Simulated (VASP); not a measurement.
# YCl4F: single point with PBE+U

Crystal: YCl4F.

```
F Cl Y
1.0
     9.35591   -0.99220    0.16468
    -3.17495    6.27229    0.71324
    -1.78226    0.94974    7.45521
F Cl Y
2 8 2
Direct
  0.79781 0.05422 0.32537
  0.20219 0.94578 0.67463
  0.45577 0.16277 0.09129
  0.54423 0.83723 0.90871
  0.25812 0.34750 0.48535
  0.74188 0.65250 0.51465
  0.66777 0.31689 0.64245
  0.33223 0.68311 0.35755
  0.93837 0.66782 0.05583
  0.06163 0.33218 0.94417
  0.76287 0.20798 0.06528
  0.23713 0.79202 0.93472
```

```json
{
  "Program": "VASP 6.6.1",
  "Task": "single point",
  "Functional": "PBE",
  "Potentials or basis": "VASP PAW PBE potentials, release 64 (F, Cl, Y_sv)",
  "Cutoff": "520 eV",
  "k mesh": "3 × 3 × 3, shifted",
  "Occupations": "fermi-dirac, width 0.1 eV",
  "Spin": "no spin polarisation",
  "Hubbard terms": "Y d U = 5.06 eV"
}
```

| Property | Result |
| --- | --- |
| Pressure | 0.3 GPa |
| Largest force | 1.467 eV/Å |
| Band gap on the k mesh | 3.01 eV (least direct gap 3.02 eV) |

Forces on the atoms (eV/Å):
```
F    0.226 -0.493  1.174
F   -0.226  0.493 -1.174
Cl   0.002  0.040 -0.016
Cl  -0.002 -0.040  0.016
Cl  -0.017  0.151 -0.061
Cl   0.017 -0.151  0.061
Cl  -0.003  0.175  0.042
Cl   0.003 -0.175 -0.042
Cl  -0.011  0.027  0.008
Cl   0.011 -0.027 -0.008
Y   -0.284  0.498 -1.350
Y    0.284 -0.498  1.350
```

Stress tensor (GPa, compression positive):
```
-0.29 -0.33  0.23
-0.33 -0.12 -0.59
 0.23 -0.59  1.26
```

Levels at points of the mesh, in eV from the valence-band top:
```
           k point  band 43  band 44  band 45  band 46  band 47  band 48  band 49  band 50
(0.50, 0.50, 0.50)    -0.26    -0.20    -0.08    -0.02     3.10     3.10     4.95     5.97
```

Eigenvalues of the final occupation matrices:
```tsv
site	spin	trace	eigenvalues
site 11 d	1	0.35	0.02 0.04 0.05 0.09 0.15
site 11 d	2	0.35	0.02 0.04 0.05 0.09 0.15
site 12 d	1	0.35	0.02 0.04 0.05 0.09 0.15
site 12 d	2	0.35	0.02 0.04 0.05 0.09 0.15
```

Run time: 15 min on 1 thread of Intel Xeon 8259CL, on a shared host, peak memory 0.68 GiB.

Caveat: a shifted mesh leaves out Γ, where band edges can lie; forces of over 1 eV/Å act on the atoms, so gaps and moduli don't describe the material at rest. A k mesh can miss the band edges.
